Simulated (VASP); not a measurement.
# Na (I-43d) in VASP: relaxation of cell and atoms with PBE

Aim: the relaxation of cell and atoms of Na with PBE.

Program: VASP 6.6.1. These are calculated values, not measurements. Logs are shortened: lines on timing, memory, paths and dates and some standing lists are left out, and cuts for length are marked.

## 1. The cell of the first run

Symmetry: I-43d, No. 220, cubic system. Conventional cell: a = 8.466 Å, b = 8.466 Å, c = 8.466 Å, α = 90.00°, β = 90.00°, γ = 90.00°. Na (site symmetry 3) has 14 Na at 3.67 to 4.66 Å within 4.8 Å.

## 2. Relaxation of cell and atoms, PBE

Input file INCAR:

```
SYSTEM = Na
ALGO = Normal ; EDIFF = 1E-7
EDIFFG = -0.01 ; ENCUT = 600
GGA = PE ; IBRION = 2
ISIF = 3 ; ISMEAR = 0
LASPH = .True. ; LCHARG = .False.
LREAL = .False. ; LWAVE = .False.
NELM = 100 ; NSW = 100
PREC = Accurate ; SIGMA = 0.1
```

Input file KPOINTS:

```
k-points
0
Gamma
  6 6 6
  0 0 0
```

Input file POSCAR:

```
Na
1.0
   -4.2330128800      4.2330128800      4.2330128800
    4.2330128800     -4.2330128800      4.2330128800
    4.2330128800      4.2330128800     -4.2330128800
Na
8
Direct
    0.5000000000      0.0000000000      0.4513301000
    0.4513301000      0.5000000000      0.0000000000
    0.0000000000      0.9513301000      0.5000000000
    0.9513301000      0.5000000000      0.0000000000
    0.0000000000      0.4513301000      0.5000000000
    0.5000000000      0.0000000000      0.9513301000
    0.5486699000      0.5486699000      0.5486699000
    0.0486699000      0.0486699000      0.0486699000
```

Potentials or basis: VASP PAW PBE potentials, release 64 (Na_pv).

The run is started by

```bash
$ cat potpaw_PBE.64/Na_pv/POTCAR > POTCAR
$ mpirun -np 1 vasp_std > vasp.out
```

OUTCAR:

```text
SYSTEM = Na
   EDIFF = 1E-7
   EDIFFG = -0.01
   ENCUT = 600
   GGA = PE
   IBRION = 2
   ISIF = 3
   ISMEAR = 0
   LASPH = .True.
   LREAL = .False.
   NELM = 100
   NSW = 100
   PREC = Accurate

 ion  position               nearest neighbor table
   1  0.500  0.000  0.451-
   2  0.451  0.500  0.000-
   3  0.000  0.951  0.500-
   4  0.951  0.500  0.000-
   5  0.000  0.451  0.500-
   6  0.500  0.000  0.951-
   7  0.549  0.549  0.549-
   8  0.049  0.049  0.049-

  LATTYP: Found a body centered cubic cell.
 ALAT       =     8.4660257600

  Lattice vectors:

 A1 = (  -4.2330128800,   4.2330128800,   4.2330128800)
 A2 = (   4.2330128800,  -4.2330128800,   4.2330128800)
 A3 = (   4.2330128800,   4.2330128800,  -4.2330128800)

Analysis of symmetry for initial positions (statically):
=====================================================================
 Subroutine PRICEL returns:
 Original cell was already a primitive cell.

 Routine SETGRP: Setting up the symmetry group for a
 body centered cubic supercell.

 Subroutine GETGRP returns: Found 24 space group operations
 (whereof  3 operations were pure point group operations)
 out of a pool of 48 trial point group operations.

The static configuration has the point symmetry C_3 .
 The point group associated with its full space group is T_d .

Analysis of symmetry for dynamics (positions and initial velocities):
=====================================================================
 Subroutine PRICEL returns:
 Original cell was already a primitive cell.

 Routine SETGRP: Setting up the symmetry group for a
 body centered cubic supercell.

 Subroutine GETGRP returns: Found 24 space group operations
 (whereof  3 operations were pure point group operations)
 out of a pool of 48 trial point group operations.

The dynamic configuration has the point symmetry C_3 .
 The point group associated with its full space group is T_d .

 Subroutine INISYM returns: Found 24 space group operations
 (whereof  3 operations are pure point group operations),
 and found     1 'primitive' translations

----------------------------------------------------------------------------------------

                                     Primitive cell

  volume of cell :     303.3952

[... 90 lines left out ...]
   NELM   =    100;   NELMIN=  2; NELMDL= -5     # of ELM steps
   EDIFF  = 0.1E-06   stopping-criterion for ELM
   LREAL  =      F    real-space projection
   EDIFFG = -.1E-01   stopping-criterion for IOM
   NSW    =    100    number of steps for IOM
   IBRION =      2    ionic relax: 0-MD 1-quasi-New 2-CG
   NFREE  =      1    steps in history (QN), initial steepest desc. (CG)
   ISIF   =      3    stress and relaxation
   ISYM   =      2    0-nonsym 1-usesym 2-fastsym
   POTIM  = 0.5000    time-step for ionic-motion
   TEBEG  =    0.0;   TEEND  =   0.0 temperature during run
   PSTRESS=    0.0 pullay stress
   NELECT =      56.0000    total number of electrons
   NUPDOWN=      -1.0000    fix difference up-down
   EMIN   =  10.00;   EMAX   =-10.00  energy-range for DOS
   EFERMI =   0.00;   METHOD = LEGACY
   ISMEAR =     0;   SIGMA  =   0.10  broadening in eV -4-tet -1-fermi 0-gaus
   EFERMI_NEDOS =   21; number of points for ismear=-14 and -15
   IALGO  =     38    algorithm
   IMIX   =      4    mixing-type and parameters
     AMIX     =   0.40;   BMIX     =  1.00
     AMIX_MAG =   1.60;   BMIX_MAG =  1.00
  volume/ion in A,a.u.               =      37.92       255.93
  Fermi-wavevector in a.u.,A,eV,Ry     =   0.932112  1.761436 11.821178  0.868832
  Thomas-Fermi vector in A             =   2.058675
   LORBIT       =      0    0 simple, 1 ext, 2 COOP (PROOUT), +10 PAW based schemes
   GGA     = PE    functional components
   LHFCALC =     F    Hartree Fock is set to
   AEXX    =    0.0000 exact exchange contribution
   IVDW    =     0    specifies the selected vdW correction
   LEPSILON=     F    determine dielectric tensor
   LRPA    =     F    only Hartree local field effects (RPA)
 conjugate gradient relaxation of ions
 non-spin polarized calculation
 Gauss-broadening in eV      SIGMA  =   0.10
  energy-cutoff  :      600.00
  volume of cell :      303.40
 maximum number of plane-waves:     10192
 NGX is ok and might be reduce to    60
   NGX = 29   NGY = 29   NGZ = 29

--------------------------------------- Ionic step        1  -------------------------------------------

 number of electron      55.9999991 magnetization

 Free energy of the ion-electron system (eV)
  ---------------------------------------------------
  ext. energy  EPLUGINS =         0.00000000
  ---------------------------------------------------
  free energy    TOTEN  =       -10.43569181 eV

  energy without entropy =      -10.40576833  energy(sigma->0) =      -10.42073007

------------------------ aborting loop because EDIFF is reached ----------------------------------------

  FORCE on cell =-STRESS in cart. coord.  units (eV):
  Direction    XX          YY          ZZ          XY          YZ          ZX
  --------------------------------------------------------------------------------------
  -------------------------------------------------------------------------------------
  Total       -0.2657807     -0.2657807     -0.2657807      0.0000000      0.0000000     -0.0000000
  in kB       -1.4035417     -1.4035417     -1.4035417      0.0000000      0.0000000     -0.0000000
  external PRESSURE =      -1.4035417 kB  Pullay stress =       0.0000000 kB
[... 107 lines left out ...]
  FREE ENERGIE OF THE ION-ELECTRON SYSTEM (eV)
  ---------------------------------------------------
  free  energy   TOTEN  =       -10.4402434784 eV

  energy  without entropy=      -10.4105147781  energy(sigma->0) =      -10.42537913

[... ionic steps 4 to 7 ...]

--------------------------------------- Ionic step        8  -------------------------------------------

 number of electron      55.9999938 magnetization

------------------------ aborting loop because EDIFF is reached ----------------------------------------
[... 79 lines left out ...]
--------------------------------------- Ionic step       10  -------------------------------------------

 number of electron      55.9999948 magnetization

 Free energy of the ion-electron system (eV)
  ---------------------------------------------------
  ext. energy  EPLUGINS =         0.00000000
  ---------------------------------------------------
  free energy    TOTEN  =       -10.47682659 eV

  energy without entropy =      -10.44714181  energy(sigma->0) =      -10.46198420

 E-fermi :   0.3081     XC(G=0):  -6.5163

 val. band max:        0.2730719201   @ k =  -0.3333   0.5000   0.1667
 cond. band min:       0.3838398077   @ k =   0.3333   0.0000   0.0000
 fundamental gap:      0.1107678876
 Fermi energy:         0.3080824230

 k-point     1 :       0.0000    0.0000    0.0000
  band No.  band energies     occupation
      1     -24.5893      2.00000
      2     -24.5891      2.00000
      3     -24.5891      2.00000
      4     -24.5891      2.00000
      5     -24.5890      2.00000
      6     -24.5890      2.00000
[... 600 lines left out ...]
  FREE ENERGIE OF THE ION-ELECTRON SYSTEM (eV)
  ---------------------------------------------------
  free  energy   TOTEN  =       -10.4768265865 eV

  energy  without entropy=      -10.4471418111  energy(sigma->0) =      -10.46198420

 reached required accuracy - stopping structural energy minimisation
```

CONTCAR:

```text
Na
   1.00000000000000
    -4.1933630368066090    4.1933630368066090    4.1933630368066090
     4.1933630368066090   -4.1933630368066090    4.1933630368066090
     4.1933630368066090    4.1933630368066090   -4.1933630368066090
  Na
     8
Direct
     0.5000000000000000    0.0000000000000000    0.4819901751508869
     0.4819901751508869    0.5000000000000000    0.0000000000000000
     0.0000000000000000    0.9819901751508870    0.5000000000000000
     0.9819901751508870    0.5000000000000000    0.0000000000000000
     0.0000000000000000    0.4819901751508869    0.5000000000000000
     0.5000000000000000    0.0000000000000000    0.9819901751508870
     0.5180098248491130    0.5180098248491130    0.5180098248491130
     0.0180098248491131    0.0180098248491131    0.0180098248491131

  0.00000000E+00  0.00000000E+00  0.00000000E+00
  0.00000000E+00  0.00000000E+00  0.00000000E+00
  0.00000000E+00  0.00000000E+00  0.00000000E+00
  0.00000000E+00  0.00000000E+00  0.00000000E+00
  0.00000000E+00  0.00000000E+00  0.00000000E+00
  0.00000000E+00  0.00000000E+00  0.00000000E+00
  0.00000000E+00  0.00000000E+00  0.00000000E+00
  0.00000000E+00  0.00000000E+00  0.00000000E+00
```

Wall time 26 min (1 thread of AMD EPYC 9R45 (Zen 5), shared host); peak memory 0.54 GiB.

What came out:

```
Free energy                            : -10.4768 eV
Relaxed volume                         : 36.87 Å³/atom
Relaxed cell                           : a = 7.263 Å, b = 7.263 Å, c = 7.263 Å, α = 109.47°, β = 109.47°, γ = 109.47°
Space group after relaxing (to 0.05 Å) : I-43d (No. 220)
Energy gained by relaxing              : 5.1 meV/atom
Ionic steps                            : 10
Pressure after relaxing                : 0.0 GPa
Largest force after relaxing           : 0.009 eV/Å
Band gap on the k mesh                 : zero (band 28 reaches 1.11 eV, above the bottom of band 29 at -0.78 eV)
```

Forces in eV/Å, atoms in the order of the input:
```
Na   0.005  0.005 -0.005
Na  -0.005  0.005  0.005
Na   0.005 -0.005  0.005
Na  -0.005  0.005  0.005
Na   0.005 -0.005  0.005
Na   0.005  0.005 -0.005
Na  -0.005 -0.005 -0.005
Na  -0.005 -0.005 -0.005
```

Step by step:
```
step  energy change (eV)  largest force (eV/Å)  pressure (GPa)  volume (Å³)
   1              0.0000                0.0359           -0.14       303.40
   2             -0.0016                0.0360           -0.11       301.94
   3             -0.0046                0.0366            0.00       297.60
   4             -0.0016                0.0366            0.23       289.04
   5             -0.0049                0.0370            0.05       295.42
   6             -0.0063                0.0359            0.05       295.41
   7             -0.0101                0.0326            0.06       295.38
   8             -0.0169                0.0289            0.05       295.32
   9             -0.0279                0.0209            0.04       295.20
  10             -0.0411                0.0089            0.03       294.95
```

Final structure:
```
CELL_PARAMETERS angstrom
-4.19336 4.19336 4.19336
4.19336 -4.19336 4.19336
4.19336 4.19336 -4.19336
ATOMIC_POSITIONS crystal
Na 0.50000 0.00000 0.48199
Na 0.48199 0.50000 0.00000
Na 0.00000 0.98199 0.50000
Na 0.98199 0.50000 0.00000
Na 0.00000 0.48199 0.50000
Na 0.50000 0.00000 0.98199
Na 0.51801 0.51801 0.51801
Na 0.01801 0.01801 0.01801
```

Levels at points of the mesh, in eV from the Fermi level:
```tsv
k point	band 24	band 25	band 26	band 27	band 28	band 29	band 30	band 31	band 32	band 33
(0.00, 0.00, 0.00)	-24.86	-3.25	0.80	0.80	0.80	0.80	0.80	0.80	1.26	1.26
(0.50, 0.00, 0.00)	-24.86	-2.16	-2.16	-0.04	-0.04	-0.04	-0.04	1.78	1.78	2.30
(0.50, 0.50, 0.50)	-24.87	-1.08	-1.08	-1.08	-1.08	-1.08	-1.08	2.76	2.76	2.76
```
